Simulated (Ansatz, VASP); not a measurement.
BP in VASP and in Ansatz

INCAR

```
SYSTEM = BP
PREC     = Accurate       ! precision mode
ENCUT    = 500            ! plane-wave cutoff, eV
EDIFF    = 1E-6           ! SCF threshold, eV
ISMEAR   = 0              ! smearing method
SIGMA    = 0.05           ! smearing width, eV
LREAL    = .False.        ! projectors in reciprocal space
LASPH    = .True.         ! aspherical terms in the spheres
NELM     = 120            ! most SCF steps
ALGO     = Normal         ! electronic algorithm
ISIF     = 2              ! what is computed and relaxed
LWAVE    = .False.        ! write WAVECAR
LCHARG   = .True.         ! write CHGCAR
GGA      = PE             ! functional
LELF     = .True.         ! ELF
LVHAR    = .True.       
NBANDS   = 11             ! bands
GGA_COMPAT= .False.
```

Contents of KPOINTS:

```
Automatic mesh
0
Gamma
  8 8 8
  0 0 0
```

The input POSCAR:

```
BP
1.0
    0.0000000000      2.2916900000      2.2690000000
    2.2916900000      0.0000000000      2.2690000000
    2.2916900000      2.2916900000      0.0000000000
B P
1 1
Direct
    0.0000000000      0.0000000000      0.0000000000
    0.2500000000      0.2500000000      0.2500000000
```

Input for Ansatz:

```yaml
crystal:
  lattice:
    - [0.0, 2.29169, 2.269]
    - [2.29169, 0.0, 2.269]
    - [2.29169, 2.29169, 0.0]
  atoms:
    - { symbol: B, position: [0.0, 0.0, 0.0] }
    - { symbol: P, position: [0.25, 0.25, 0.25] }
basis:
  ecutwfc: 557.833418042754
kpoints:
  mp_grid:
    grid: [8, 8, 8]
hamiltonian:
  xc: pbe
scf:
  occupations:
    method: gaussian
    width: 0.05
output:
  stress: true
```

Alike in both runs: task single point; functional PBE; k mesh 8 × 8 × 8; occupations gaussian, width 0.05 eV; no spin polarisation.

```csv
,VASP,Ansatz
version,VASP 6.6.1,Ansatz 0.2.0
potentials or method,"VASP PAW PBE potentials, release 64 (B, P), cutoff 500 eV","plane waves, PAW"
valence electrons in the cell,8,8
```

```csv
,VASP,Ansatz,Ansatz less VASP
pressure (GPa),-2.3,-2.1,+0.20
"traceless stress, the component that is largest in VASP (GPa)",1.72,1.72,-0.002
```

With one functional, cell and mesh, what is left measures potentials, basis and numerics.
